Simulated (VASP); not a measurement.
# Al7Si (Fm-3m) in VASP: a series of runs, part 2 of 2

VASP 6.6.1. The steps go on from the part before.

## Step 4: Single point, PBE (14.76 Å³/atom)

This run uses another cell than the first one, of 14.76 Å³/atom.

The input, INCAR:

```
  PREC = Accurate
  ENCUT = 520
  EDIFF = 1E-6
  ISMEAR = 0
  SIGMA = 0.1
  LREAL = F
  LASPH = T
  NELM = 100
  ALGO = Normal
  ISIF = 2
  LWAVE = F
  LCHARG = T
  GGA = PE
  LELF = T
  LVHAR = T
  NBANDS = 22
```

The input, KPOINTS:

```
Automatic mesh
0
Gamma
  8 8 8
```

The input, POSCAR:

```
Al7Si
1.0
    0.0000000000      3.8942472091      3.8942472091
    3.8942472091      0.0000000000      3.8942472091
    3.8942472091      3.8942472091      0.0000000000
Al Si
7 1
Direct
    0.0000000000      0.0000000000      0.5000000000
    0.0000000000      0.5000000000      0.0000000000
    0.0000000000      0.5000000000      0.5000000000
    0.5000000000      0.0000000000      0.0000000000
    0.5000000000      0.0000000000      0.5000000000
    0.5000000000      0.5000000000      0.0000000000
    0.5000000000      0.5000000000      0.5000000000
    0.0000000000      0.0000000000      0.0000000000
```

Potentials or basis: VASP PAW PBE potentials, release 64 (Al, Si).

Command:

```bash
> cat potpaw_PBE.64/Al/POTCAR potpaw_PBE.64/Si/POTCAR > POTCAR
> mpirun -np 1 vasp_std > vasp.out
```

OUTCAR:

```text
PREC = Accurate
   ENCUT = 520
   EDIFF = 1E-6
   ISMEAR = 0
   LREAL = F
   LASPH = T
   NELM = 100
   ISIF = 2
   GGA = PE

 ion  position               nearest neighbor table
   1  0.000  0.000  0.500-   3 2.75   5 2.75   8 2.75   2 2.75   4 2.75   8 2.75   2 2.75   3 2.75
                             7 2.75   4 2.75   5 2.75   7 2.75
   2  0.000  0.500  0.000-   3 2.75   6 2.75   8 2.75   1 2.75   3 2.75   7 2.75   1 2.75   4 2.75
                             8 2.75   4 2.75   6 2.75   7 2.75
   3  0.000  0.500  0.500-   1 2.75   2 2.75   7 2.75   2 2.75   6 2.75   8 2.75   1 2.75   5 2.75
                             8 2.75   5 2.75   6 2.75   7 2.75
   4  0.500  0.000  0.000-   5 2.75   6 2.75   8 2.75   1 2.75   5 2.75   7 2.75   2 2.75   6 2.75
                             7 2.75   1 2.75   2 2.75   8 2.75
   5  0.500  0.000  0.500-   1 2.75   4 2.75   7 2.75   4 2.75   6 2.75   8 2.75   3 2.75   6 2.75
                             7 2.75   1 2.75   3 2.75   8 2.75
   6  0.500  0.500  0.000-   2 2.75   4 2.75   7 2.75   3 2.75   5 2.75   7 2.75   4 2.75   5 2.75
                             8 2.75   2 2.75   3 2.75   8 2.75
   7  0.500  0.500  0.500-   3 2.75   5 2.75   6 2.75   2 2.75   4 2.75   6 2.75   1 2.75   4 2.75
                             5 2.75   1 2.75   2 2.75   3 2.75
   8  0.000  0.000  0.000-   1 2.75   2 2.75   4 2.75   1 2.75   3 2.75   5 2.75   2 2.75   3 2.75
                             6 2.75   4 2.75   5 2.75   6 2.75

  LATTYP: Found a face centered cubic cell.
 ALAT       =     7.7884944182

  Lattice vectors:

 A1 = (   0.0000000000,   3.8942472091,   3.8942472091)
 A2 = (   3.8942472091,   0.0000000000,   3.8942472091)
 A3 = (   3.8942472091,   3.8942472091,   0.0000000000)

Analysis of symmetry for initial positions (statically):
=====================================================================
 Subroutine PRICEL returns:
 Original cell was already a primitive cell.

 Routine SETGRP: Setting up the symmetry group for a
 face centered cubic supercell.

 Subroutine GETGRP returns: Found 48 space group operations
 (whereof 48 operations were pure point group operations)
 out of a pool of 48 trial point group operations.

The static configuration has the point symmetry O_h .

Analysis of symmetry for dynamics (positions and initial velocities):
=====================================================================
[... 149 lines left out ...]
   AEXX    =    0.0000 exact exchange contribution
   IVDW    =     0    specifies the selected vdW correction
   LEPSILON=     F    determine dielectric tensor
   LRPA    =     F    only Hartree local field effects (RPA)
 non-spin polarized calculation
 Gauss-broadening in eV      SIGMA  =   0.10
  energy-cutoff  :      520.00
  volume of cell :      118.11
 maximum number of plane-waves:      3218
 NGX is ok and might be reduce to    42
   NGX = 21   NGY = 21   NGZ = 21

 number of electron      25.0000000 magnetization

 Free energy of the ion-electron system (eV)
  ---------------------------------------------------
  ext. energy  EPLUGINS =         0.00000000
  ---------------------------------------------------
  free energy    TOTEN  =       -30.91869414 eV

  energy without entropy =      -30.90204242  energy(sigma->0) =      -30.91036828

 E-fermi :   9.3880     XC(G=0): -10.6670

 val. band max:        9.3329408467   @ k =   0.3750   0.3750   0.0000
 cond. band min:       9.3886445041   @ k =   0.5000   0.3750   0.0000
 fundamental gap:      0.0557036574
 Fermi energy:         9.3880283622

 k-point     1 :       0.0000    0.0000    0.0000
  band No.  band energies     occupation
      1      -3.0452      2.00000
      2       2.9591      2.00000
      3       3.8490      2.00000
      4       3.8490      2.00000
      5       3.8490      2.00000
      6       4.2696      2.00000
[... 589 lines left out ...]
     21      13.5107      0.00000
     22      13.8831      0.00000

 [... further k-points ...]
[... 5 lines left out ...]
  --------------------------------------------------------------------------------------
  -------------------------------------------------------------------------------------
  Total        6.4824092      6.4824092      6.4824092     -0.0000000      0.0000000     -0.0000000
  in kB       87.9319033     87.9319033     87.9319033     -0.0000000      0.0000000     -0.0000000
  external PRESSURE =      87.9319033 kB  Pullay stress =       0.0000000 kB

 VOLUME and BASIS-vectors are now :
 -----------------------------------------------------------------------------
  energy-cutoff  :      520.00
  volume of cell :      118.11
      direct lattice vectors                 reciprocal lattice vectors
     0.000000000  3.894247209  3.894247209    -0.128394520  0.128394520  0.128394520
     3.894247209  0.000000000  3.894247209     0.128394520 -0.128394520  0.128394520
     3.894247209  3.894247209  0.000000000     0.128394520  0.128394520 -0.128394520

 POSITION                                       TOTAL-FORCE (eV/Angst)
 -----------------------------------------------------------------------------------
      1.94712      1.94712      0.00000        -0.000000      0.000000      0.000000
      1.94712      0.00000      1.94712         0.000000      0.000000     -0.000000
      3.89425      1.94712      1.94712        -0.000000     -0.000000      0.000000
      0.00000      1.94712      1.94712         0.000000     -0.000000      0.000000
      1.94712      3.89425      1.94712         0.000000      0.000000     -0.000000
      1.94712      1.94712      3.89425        -0.000000      0.000000     -0.000000
      3.89425      3.89425      3.89425         0.000000      0.000000      0.000000
      0.00000      0.00000      0.00000         0.000000      0.000000      0.000000
 -----------------------------------------------------------------------------------
    total drift:                                0.000000      0.000000     -0.000000

  FREE ENERGIE OF THE ION-ELECTRON SYSTEM (eV)
  ---------------------------------------------------
  free  energy   TOTEN  =       -30.9186941442 eV

  energy  without entropy=      -30.9020424234  energy(sigma->0) =      -30.91036828
```

OSZICAR:

```text
N       E                     dE             d eps       ncg     rms          rms(c)
DAV:   1     0.276033805123E+02    0.27603E+02   -0.90718E+03  1276   0.903E+02
DAV:   2    -0.287986981399E+02   -0.56402E+02   -0.53784E+02  1600   0.124E+02
DAV:   3    -0.311036820620E+02   -0.23050E+01   -0.22397E+01  1638   0.202E+01
DAV:   4    -0.311275472214E+02   -0.23865E-01   -0.23824E-01  1512   0.227E+00
DAV:   5    -0.311277655707E+02   -0.21835E-03   -0.21834E-03  1610   0.256E-01    0.489E+00
DAV:   6    -0.310042809765E+02    0.12348E+00   -0.16108E-02  1510   0.596E-01    0.283E+00
DAV:   7    -0.309193589531E+02    0.84922E-01   -0.35267E-02  1432   0.881E-01    0.402E-01
DAV:   8    -0.309188832519E+02    0.47570E-03   -0.10354E-03  1568   0.158E-01    0.179E-01
DAV:   9    -0.309186933121E+02    0.18994E-03   -0.15908E-04  1510   0.576E-02    0.290E-02
DAV:  10    -0.309186941442E+02   -0.83215E-06   -0.91789E-06  1510   0.155E-02
   1 F= -.30918694E+02 E0= -.30910368E+02  d E =-.166517E-01
```

Run time: 68 s. Hardware: 1 thread of Intel Xeon 8259CL, shared host; peak memory 0.27 GiB.

What came out:

| Item | Value |
| --- | --- |
| Free energy | -30.9187 eV |
| Pressure | 8.8 GPa |
| Band gap on the k mesh | zero (an odd number of electrons rules out a gap without spin polarisation) |

Caveat: the cell stands under pressure.

## Step 5: The runs side by side

```tsv
cell	k mesh	gap on the mesh (eV)	pressure (GPa)
a = 5.713 Å, angles 60.0°, 8 atoms	4 × 4 × 4	none	-1.5
a = 5.446 Å, angles 60.0°, 8 atoms	8 × 8 × 8	none	12.9
a = 5.507 Å, angles 60.0°, 8 atoms	8 × 8 × 8	none	8.8
```

Alike in all rows: task single point; level PBE; potentials or basis VASP PAW PBE potentials, release 64 (Al, Si); no spin polarisation; cutoff (eV) 520; smearing gaussian 0.1 eV.

Caveats: the cell stands under pressure (at least some runs).

Total energies depend on the potentials used, so only differences within one code and one set of settings carry meaning.
